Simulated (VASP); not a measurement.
B7Se:

```xyz
8
Lattice="4.7461 0.0000 0.0000 0.0000 4.7461 0.0000 0.0000 0.0000 4.7461" Properties=species:S:1:pos:R:3 pbc="T T T"
B     1.1989    1.1989    1.1989
B     0.0000    2.3731    2.3731
B     2.3731    2.3731    0.0000
B     2.3731    0.0000    2.3731
B     3.5472    1.1989    3.5472
B     3.5472    3.5472    1.1989
B     1.1989    3.5472    3.5472
Se    0.0000    0.0000    0.0000
```

| Item | Value |
| --- | --- |
| Program | VASP 6.6.1 |
| Task | relaxation of cell and atoms |
| Functional | PBE |
| Potentials or basis | VASP PAW PBE potentials, release 64 (B, Se) |
| Cutoff | 600 eV |
| k mesh | 4 × 4 × 4 |
| Occupations | gaussian, width 0.1 eV |
| Spin | no spin polarisation |

At the start: pressure -27.3 GPa; volume 13.36 Å³/atom.

**Question.** How do energy, volume and symmetry change on relaxing?

**Answer.** Over 11 steps the energy falls by 567.0 meV/atom and the volume is 9.28 Å³/atom (-30.5 %); space group P-43m (No. 215, to 0.05 Å).

The path:
| step | energy change (eV) | largest force (eV/Å) | pressure (GPa) | volume (Å³) |
| --- | --- | --- | --- | --- |
| 1 | 0.0000 | 1.3295 | -27.34 | 106.91 |
| 2 | -3.6252 | 1.9345 | 4.51 | 75.37 |
| 3 | -3.6289 | 1.9131 | 3.19 | 75.95 |
| 4 | -4.1582 | 0.9210 | 1.75 | 75.06 |
| 5 | -4.4051 | 0.6431 | 1.45 | 74.24 |
| 6 | -4.4649 | 0.3149 | 3.32 | 72.62 |
| 7 | -4.5249 | 0.0982 | 2.22 | 73.21 |
| 8 | -4.5291 | 0.0990 | 1.90 | 73.48 |
| 9 | -4.5305 | 0.0217 | 2.00 | 73.38 |
| 10 | -4.5316 | 0.0069 | -1.72 | 75.10 |
| 11 | -4.5360 | 0.0138 | 0.01 | 74.28 |

Final structure:
```yaml
crystal:
  lattice:
    - [4.20359, 0.00000, 0.00000]
    - [0.00000, 4.20359, 0.00000]
    - [0.00000, 0.00000, 4.20359]
  atoms:
    - { symbol: B, position: [0.29944, 0.29944, 0.29944] }
    - { symbol: B, position: [0.00000, 0.50000, 0.50000] }
    - { symbol: B, position: [0.50000, 0.50000, 0.00000] }
    - { symbol: B, position: [0.50000, 0.00000, 0.50000] }
    - { symbol: B, position: [0.70056, 0.29944, 0.70056] }
    - { symbol: B, position: [0.70056, 0.70056, 0.29944] }
    - { symbol: B, position: [0.29944, 0.70056, 0.70056] }
    - { symbol: Se, position: [0.00000, 0.00000, 0.00000] }
```

Caveat: the volume moved by over 15 % at a fixed basis, so the end points are rough.
